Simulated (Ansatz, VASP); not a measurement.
## KF: VASP beside Ansatz

```xyz
2
Lattice="0.0000 2.9758 2.9758 2.9758 0.0000 2.9758 2.9758 2.9758 0.0000" Properties=species:S:1:pos:R:3 pbc="T T T"
K     0.0000    0.0000    0.0000
F     4.4638    4.4638    4.4638
```

Change from the starting cell: species swapped into the MgSe type (F-43m, No. 216).

Alike in both runs: functional PBE; k mesh 8 × 8 × 8; occupations gaussian, width 0.02 eV; no spin polarisation.

Ansatz relaxed the structure, and its values are those at the end. VASP's run is a single point on that final structure, the one shown.

|  | VASP | Ansatz |
| --- | --- | --- |
| version | VASP 6.6.1 | Ansatz 0.2.0 |
| potentials or method | VASP PAW PBE potentials, release 64 (K_sv, F), cutoff 520 eV | scalar-relativistic, plane waves, PAW |
| valence electrons in the cell | 16 | 16 |

```csv
,VASP,Ansatz,Ansatz less VASP
gap on the k mesh at the Fermi level (eV),5.05,5.06,+0.010
least direct gap on the mesh (eV),5.23,5.24,+0.011
pressure (GPa),0.0,0.0,-0.01
```
